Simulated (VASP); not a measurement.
# Si (a cell with a defect) in VASP: single point with PBE

Aim: the single point of Si (a cell with a defect) with PBE.

All numbers are computed with VASP 6.6.1; they aren't measurements. Logs are shortened: lines on timing, memory, paths and dates and some standing lists are left out, and cuts for length are marked.

## Step 1: The cell of the first run

The cell holds a defect, 17 atoms: a = 7.679 Å, b = 7.679 Å, c = 7.679 Å, α = 60.00°, β = 60.00°, γ = 60.00°.

## Step 2: Single point, PBE

File INCAR:

```
SYSTEM = Si
PREC     = Accurate       ! precision mode
ENCUT    = 520            ! plane-wave cutoff, eV
EDIFF    = 1E-7           ! SCF threshold, eV
ISMEAR   = -1             ! smearing method
SIGMA    = 0.05           ! smearing width, eV
LREAL    = Auto         
LASPH    = .True.         ! aspherical terms in the spheres
NELM     = 80             ! most SCF steps
ALGO     = Normal         ! electronic algorithm
ISIF     = 2              ! what is computed and relaxed
LWAVE    = .False.        ! write WAVECAR
LCHARG   = .False.        ! write CHGCAR
GGA      = PE             ! functional
NBANDS   = 48             ! bands
```

File KPOINTS:

```
Automatic mesh
0
Gamma
  2 2 2
  0 0 0
```

File POSCAR:

```
Si
1.0
    0.0000000000      5.4300000000      5.4300000000
    5.4300000000      0.0000000000      5.4300000000
    5.4300000000      5.4300000000      0.0000000000
Si
17
Direct
    0.0122806630     -0.0017650092     -0.0086327808
    0.1264393186      0.1122155617      0.1349210866
    0.0092450276     -0.0255271639      0.5068579190
    0.1501441068      0.1151608656      0.6194048803
   -0.0187990792      0.4812016575      0.0561252302
    0.1263755064      0.6264777164      0.1347392265
    0.0093759669      0.5094194291      0.5067061694
    0.1069826888      0.6070125230      0.6788438306
    0.4980790055     -0.0018215470     -0.0087406998
    0.6432655617      0.1432620626      0.0699403315
    0.5175110497      0.0175449355      0.4472471455
    0.6152094843      0.1152444751      0.6193260589
    0.4981499079      0.5122987109     -0.0085799263
    0.6121923573      0.6265201657      0.1348844383
    0.4744053407      0.5093128913      0.5068309392
    0.6150885820      0.6502082873      0.6194526703
    0.8122321363      0.3123319521      0.5632214549
```

Potentials or basis: VASP PAW PBE potentials, release 64 (Si).

Run with:

```console
cat potpaw_PBE.64/Si/POTCAR > POTCAR
mpirun -np 1 vasp_std > vasp.out
```

OUTCAR:

```text
SYSTEM = Si
   PREC = Accurate
   ENCUT = 520
   EDIFF = 1E-7
   ISMEAR = -1
   LREAL = Auto
   LASPH = .True.
   NELM = 80
   ISIF = 2
   GGA = PE

 ion  position               nearest neighbor table
   1  0.012  0.998  0.991-  10 2.33   4 2.33   2 2.33   6 2.33
   2  0.126  0.112  0.135-   5 2.33   3 2.33   9 2.33   1 2.33
   3  0.009  0.974  0.507-   8 2.33   2 2.33  17 2.40  12 2.47   4 2.47
   4  0.150  0.115  0.619-  11 2.33   1 2.33  17 2.40   3 2.47   7 2.48
   5  0.981  0.481  0.056-   2 2.33  14 2.33   6 2.33   8 2.37
   6  0.126  0.626  0.135-   5 2.33   7 2.33   1 2.33  13 2.33
   7  0.009  0.509  0.507-   8 2.33   6 2.33  17 2.40   4 2.48  16 2.48
   8  0.107  0.607  0.679-   7 2.33  15 2.33   3 2.33   5 2.37
   9  0.498  0.998  0.991-  10 2.33  12 2.33   2 2.33  14 2.33
  10  0.643  0.143  0.070-   9 2.33   1 2.33  13 2.33  11 2.37
  11  0.518  0.018  0.447-  16 2.33   4 2.33  12 2.33  10 2.37
  12  0.615  0.115  0.619-  11 2.33   9 2.33  17 2.40   3 2.47  15 2.47
  13  0.498  0.512  0.991-  10 2.33  16 2.33  14 2.33   6 2.33
  14  0.612  0.627  0.135-   5 2.33  15 2.33   9 2.33  13 2.33
  15  0.474  0.509  0.507-   8 2.33  14 2.33  17 2.40  12 2.47  16 2.47
  16  0.615  0.650  0.619-  11 2.33  13 2.33  17 2.40  15 2.47   7 2.48
  17  0.812  0.312  0.563-   7 2.40  16 2.40   4 2.40  15 2.40   3 2.40  12 2.40

  LATTYP: Found a face centered cubic cell.
 ALAT       =    10.8600000000

  Lattice vectors:

 A1 = (   0.0000000000,   5.4300000000,   5.4300000000)
 A2 = (   5.4300000000,   0.0000000000,   5.4300000000)
 A3 = (   5.4300000000,   5.4300000000,   0.0000000000)

Analysis of symmetry for initial positions (statically):
=====================================================================
 Subroutine PRICEL returns:
 Original cell was already a primitive cell.

 Routine SETGRP: Setting up the symmetry group for a
 face centered cubic supercell.

 Subroutine GETGRP returns: Found  1 space group operations
 (whereof  1 operations were pure point group operations)
 out of a pool of 48 trial point group operations.

The static configuration has the point symmetry C_1 .

Analysis of symmetry for dynamics (positions and initial velocities):
=====================================================================
 Subroutine PRICEL returns:
 Original cell was already a primitive cell.

 Routine SETGRP: Setting up the symmetry group for a
 face centered cubic supercell.

 Subroutine GETGRP returns: Found  1 space group operations
 (whereof  1 operations were pure point group operations)
 out of a pool of 48 trial point group operations.

The dynamic configuration has the point symmetry C_1 .

[... 118 lines left out ...]
   ISYM   =      2    0-nonsym 1-usesym 2-fastsym
   POTIM  = 0.5000    time-step for ionic-motion
   TEBEG  =    0.0;   TEEND  =   0.0 temperature during run
   PSTRESS=    0.0 pullay stress
   NELECT =      68.0000    total number of electrons
   NUPDOWN=      -1.0000    fix difference up-down
   EMIN   =  10.00;   EMAX   =-10.00  energy-range for DOS
   EFERMI =   0.00;   METHOD = LEGACY
   ISMEAR =    -1;   SIGMA  =   0.05  broadening in eV -4-tet -1-fermi 0-gaus
   EFERMI_NEDOS =   21; number of points for ismear=-14 and -15
   IALGO  =     38    algorithm
   IMIX   =      4    mixing-type and parameters
     AMIX     =   0.40;   BMIX     =  1.00
     AMIX_MAG =   1.60;   BMIX_MAG =  1.00
  volume/ion in A,a.u.               =      18.84       127.11
  Fermi-wavevector in a.u.,A,eV,Ry     =   0.976715  1.845724 12.979587  0.953973
  Thomas-Fermi vector in A             =   2.107356
   LORBIT       =      0    0 simple, 1 ext, 2 COOP (PROOUT), +10 PAW based schemes
   GGA     = PE    functional components
   LHFCALC =     F    Hartree Fock is set to
   AEXX    =    0.0000 exact exchange contribution
   IVDW    =     0    specifies the selected vdW correction
   LEPSILON=     F    determine dielectric tensor
   LRPA    =     F    only Hartree local field effects (RPA)
 non-spin polarized calculation
  energy-cutoff  :      520.00
  volume of cell :      320.21
 maximum number of plane-waves:      8646
 NGX is ok and might be reduce to    60
   NGX = 29   NGY = 29   NGZ = 29

 number of electron      68.0000000 magnetization

 Free energy of the ion-electron system (eV)
  ---------------------------------------------------
  ext. energy  EPLUGINS =         0.00000000
  ---------------------------------------------------
  free energy    TOTEN  =       -87.69894558 eV

  energy without entropy =      -87.67039551  energy(sigma->0) =      -87.68467055

 E-fermi :   6.7019     XC(G=0):  -9.6919

 val. band max:        6.4875172316   @ k =   0.5000   0.5000   0.0000
 cond. band min:       6.7118951158   @ k =   0.0000   0.0000   0.5000
 fundamental gap:      0.2243778841
 Fermi energy:         6.7018589664

 k-point     1 :       0.0000    0.0000    0.0000
  band No.  band energies     occupation
      1      -6.2148      2.00000
      2      -3.8910      2.00000
      3      -3.6276      2.00000
      4      -3.6276      2.00000
      5      -3.3930      2.00000
      6      -2.5309      2.00000
[... 381 lines left out ...]
     45      10.4192      0.00000
     46      10.4287      0.00000
 [bands above 46 left out]

------------------------ aborting loop because EDIFF is reached ----------------------------------------

  FORCE on cell =-STRESS in cart. coord.  units (eV):
  Direction    XX          YY          ZZ          XY          YZ          ZX
  --------------------------------------------------------------------------------------
  -------------------------------------------------------------------------------------
  Total        9.4908811      9.4910863      9.4905994     -0.9061869      0.9058645      0.9027633
  in kB       47.4884100     47.4894368     47.4870004     -4.5341813      4.5325683      4.5170511
  external PRESSURE =      47.4882824 kB  Pullay stress =       0.0000000 kB

 VOLUME and BASIS-vectors are now :
 -----------------------------------------------------------------------------
  energy-cutoff  :      520.00
  volume of cell :      320.21
      direct lattice vectors                 reciprocal lattice vectors
     0.000000000  5.430000000  5.430000000    -0.092081031  0.092081031  0.092081031
     5.430000000  0.000000000  5.430000000     0.092081031 -0.092081031  0.092081031
     5.430000000  5.430000000  0.000000000     0.092081031  0.092081031 -0.092081031

 POSITION                                       TOTAL-FORCE (eV/Angst)
 -----------------------------------------------------------------------------------
     10.80354      5.44981      5.48710        -0.008894      0.003801      0.001020
      1.34195      1.41919      1.29590        -0.003026      0.001865     -0.008316
      8.04363      2.80244      5.34159         0.007484      0.006673     -0.003662
      3.98869      4.17865      1.44061        -0.001492     -0.009788      0.004412
      2.91769      5.63268      7.94085         0.007420      0.004458      0.004042
      4.13341      1.41785      4.08799         0.004322      0.006148      0.004209
[... 9 lines left out ...]
      6.89426      6.70356      6.87056        -0.011519     -0.000898      0.002895
      4.75426      7.46871      6.10638         0.000763     -0.000344      0.001268
 -----------------------------------------------------------------------------------
    total drift:                                0.011493      0.010436     -0.008878

  FREE ENERGIE OF THE ION-ELECTRON SYSTEM (eV)
  ---------------------------------------------------
  free  energy   TOTEN  =       -87.6989455841 eV

  energy  without entropy=      -87.6703955082  energy(sigma->0) =      -87.68467055
```

OSZICAR:

```text
N       E                     dE             d eps       ncg     rms          rms(c)
DAV:   1     0.163696633227E+03    0.16370E+03   -0.26104E+04   768   0.117E+03
DAV:   2    -0.737228312613E+02   -0.23742E+03   -0.22443E+03   920   0.171E+02
DAV:   3    -0.889810509517E+02   -0.15258E+02   -0.14758E+02   992   0.377E+01
DAV:   4    -0.893337720186E+02   -0.35272E+00   -0.35119E+00   952   0.694E+00
DAV:   5    -0.893434032685E+02   -0.96312E-02   -0.96260E-02   960   0.105E+00    0.146E+01
DAV:   6    -0.881333326292E+02    0.12101E+01   -0.11616E+00   920   0.333E+00    0.883E+00
DAV:   7    -0.876881459178E+02    0.44519E+00   -0.10787E+00   904   0.309E+00    0.148E+00
DAV:   8    -0.876968814031E+02   -0.87355E-02   -0.62510E-02   984   0.860E-01    0.457E-01
DAV:   9    -0.876977973274E+02   -0.91592E-03   -0.67914E-03   896   0.261E-01    0.192E-01
DAV:  10    -0.876987812787E+02   -0.98395E-03   -0.14290E-03   944   0.137E-01    0.931E-02
DAV:  11    -0.876989430375E+02   -0.16176E-03   -0.33207E-04   896   0.658E-02    0.215E-02
DAV:  12    -0.876989413780E+02    0.16594E-05   -0.25953E-05   928   0.181E-02    0.111E-02
DAV:  13    -0.876989453561E+02   -0.39781E-05   -0.67181E-06   904   0.915E-03    0.495E-03
DAV:  14    -0.876989457074E+02   -0.35129E-06   -0.10983E-06   920   0.373E-03    0.108E-03
DAV:  15    -0.876989455642E+02    0.14326E-06   -0.19322E-07   696   0.156E-03    0.597E-04
DAV:  16    -0.876989455841E+02   -0.19912E-07   -0.26416E-08   576   0.589E-04
   1 F= -.87698946E+02 E0= -.87684671E+02  d E =-.285501E-01
```

Run time: 2.1 min. Hardware: 1 thread of AMD EPYC 9R45 (Zen 5), shared host; peak memory 0.44 GiB.

Results:

```
Free energy            : -87.6989 eV
Pressure               : 4.7 GPa
Largest force          : 0.018 eV/Å
Band gap on the k mesh : 0.03 eV
```

Forces in eV/Å, atoms in the order of the input:
```
Si  -0.009  0.004  0.001
Si  -0.003  0.002 -0.008
Si   0.007  0.007 -0.004
Si  -0.001 -0.010  0.004
Si   0.007  0.004  0.004
Si   0.004  0.006  0.004
Si   0.001  0.000 -0.012
Si  -0.008 -0.009  0.011
Si  -0.006 -0.004 -0.003
Si   0.002 -0.001  0.009
Si   0.012  0.011 -0.007
Si  -0.007 -0.008  0.006
Si   0.004 -0.008  0.002
Si   0.001 -0.004 -0.009
Si   0.005  0.009 -0.002
Si  -0.012 -0.001  0.003
Si   0.001  0.000  0.001
```

Caveat: the k points lie up to 0.50 Å⁻¹ apart; the smearing spreads over this small gap.

The gap in the log of VASP goes by the Fermi energy; the results here count the filled bands.